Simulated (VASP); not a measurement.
Here is a VASP 6.6.1 calculation.

Contents of POSCAR:

```
WS2
1.0
    3.1699446835      0.0000000000      0.0000000000
   -1.5849723417      2.7452526245      0.0000000000
    0.0000000000      0.0000000000     12.4911158561
W S
2 4
Direct
    0.3333333333      0.6666666667      0.2500000000
    0.6666666667      0.3333333333      0.7500000000
    0.3333333333      0.6666666667      0.6248924628
    0.6666666667      0.3333333333      0.1248924628
    0.3333333333      0.6666666667      0.8751075372
    0.6666666667      0.3333333333      0.3751075372
```

INCAR.step1

```
SYSTEM = WS2
PREC = Accurate
ENCUT = 520
ISMEAR = 0
SIGMA = 0.01
LREAL = .FALSE.
LASPH = .TRUE.
NELM = 100
NBANDS = 35
GGA = PE
ALGO = Normal
EDIFF = 1E-4
LWAVE = .TRUE.
LCHARG = .FALSE.
```

Contents of INCAR.step2:

```
SYSTEM = WS2
PREC = Accurate
ENCUT = 520
EDIFF = 1E-6
ISMEAR = 0
SIGMA = 0.01
LREAL = .FALSE.
LASPH = .TRUE.
NELM = 100
ALGO = Normal
ISIF = 2
LWAVE = .FALSE.
LCHARG = .FALSE.
METAGGA = R2SCAN
LMIXTAU = .TRUE.
NBANDS = 35
ISTART = 1
```

File KPOINTS:

```
regular mesh
0
G
  12 12 2
  0 0 0
```

Potentials or basis: VASP PAW PBE potentials, release 64 (W_sv, S).

Launch:

```sh
$ cat potpaw_PBE.64/W_sv/POTCAR potpaw_PBE.64/S/POTCAR > POTCAR
$ cp INCAR.step1 INCAR
$ mpirun -np 1 vasp_std > vasp.out
$ cp INCAR.step2 INCAR
$ mpirun -np 1 vasp_std > vasp.out
```

What does it give for the pressure?

1.4 GPa.

What does it give for the band gap on the k mesh?

1.17 eV (least direct gap 1.90 eV).

Predict the largest force.

0.030 eV/Å.

Forces in eV/Å, atoms in the order of the input:
```
W    0.000  0.000  0.000
W    0.000  0.000  0.000
S    0.000  0.000  0.030
S    0.000  0.000  0.030
S    0.000  0.000 -0.030
S    0.000  0.000 -0.030
```

Caveat: the PAW data sets were made with another functional, which shifts forces and pressure a little; spin-orbit coupling is left out, which moves the levels of the heavy elements. A k mesh can miss the band edges.
